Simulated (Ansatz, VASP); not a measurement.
Te2Mo in VASP and in Ansatz

Contents of INCAR:

```
SYSTEM = Te2Mo
PREC     = Accurate       ! precision mode
ENCUT    = 600            ! plane-wave cutoff, eV
EDIFF    = 1E-6           ! SCF threshold, eV
ISMEAR   = -1             ! smearing method
SIGMA    = 0.05           ! smearing width, eV
LREAL    = .False.        ! projectors in reciprocal space
LASPH    = .True.         ! aspherical terms in the spheres
NELM     = 80             ! most SCF steps
ALGO     = Normal         ! electronic algorithm
ISIF     = 3              ! what is computed and relaxed
LWAVE    = .False.        ! write WAVECAR
LCHARG   = .False.        ! write CHGCAR
GGA      = RE             ! functional
IVDW     = 13             ! dispersion correction
IBRION   = 2              ! ionic algorithm
NSW      = 60             ! ionic steps
EDIFFG   = -0.01          ! ionic threshold
```

The input KPOINTS:

```
Automatic mesh
0
Gamma
  9 9 2
  0 0 0
```

File POSCAR:

```
Te2Mo
1.0
    3.5182000000      0.0000000000      0.0000000000
   -1.7591000000      3.0468505756      0.0000000000
    0.0000000000      0.0000000000     13.9736000000
Te Mo
4 2
Direct
    0.6666666667      0.3333333333      0.3790000000
    0.3333333333      0.6666666667      0.8790000000
    0.6666666667      0.3333333333      0.1210000000
    0.3333333333      0.6666666667      0.6210000000
    0.6666666667      0.3333333333      0.7500000000
    0.3333333333      0.6666666667      0.2500000000
```

The input input.yaml:

```yaml
crystal:
  lattice:
    - [3.5182, 0.0, 0.0]
    - [-1.7591, 3.0468505756, 0.0]
    - [0.0, 0.0, 13.9736]
  atoms:
    - { symbol: Te, position: [0.6666666667, 0.3333333333, 0.379] }
    - { symbol: Te, position: [0.3333333333, 0.6666666667, 0.879] }
    - { symbol: Te, position: [0.6666666667, 0.3333333333, 0.121] }
    - { symbol: Te, position: [0.3333333333, 0.6666666667, 0.621] }
    - { symbol: Mo, position: [0.6666666667, 0.3333333333, 0.75] }
    - { symbol: Mo, position: [0.3333333333, 0.6666666667, 0.25] }
hamiltonian:
  xc: revpbe
  pseudopotentials: { kind: paw }
  dispersion: d4
kpoints:
  mp_grid: { grid: [9, 9, 2] }
scf:
  occupations: { method: fermi_dirac, width: 0.05 }
output:
  forces: true
  stress: true
relax:
  f_tol: 0.01
  max_steps: 40
  cell: { stress_tol: 0.05 }
```

Alike in both runs: task relaxation of cell and atoms; functional revPBE; dispersion D4; k mesh 9 × 9 × 2; occupations fermi-dirac, width 0.05 eV; no spin polarisation.

```csv
,VASP,Ansatz
version,VASP 6.6.1,Ansatz 0.2.0
potentials or method,"VASP PAW PBE potentials, release 64 (Te, Mo_sv)",Ansatz PAW
plane-wave cutoff (eV),600,420
valence electrons in the cell,52,92
```

VASP gave:

| Quantity | Value |
| --- | --- |
| relaxed volume (Å³/atom) | 23.73 |
| relaxed cell length with the largest relative difference (Å) | 3.483 |

Question: Estimate Ansatz's values.

Answer: Relaxed volume (Å³/atom): 23.77; relaxed cell length with the largest relative difference (Å): 3.485.

VASP's potentials were made for PBE, not for revPBE. VASP's potentials hold 52 valence electrons a cell and Ansatz's 92, so a difference there can come from the potentials and not from the codes.

Spin-orbit coupling is off throughout. Noted on Ansatz's run: the plane-wave basis is chosen anew once the cell has moved, so the energies of steps on either side of that aren't comparable.
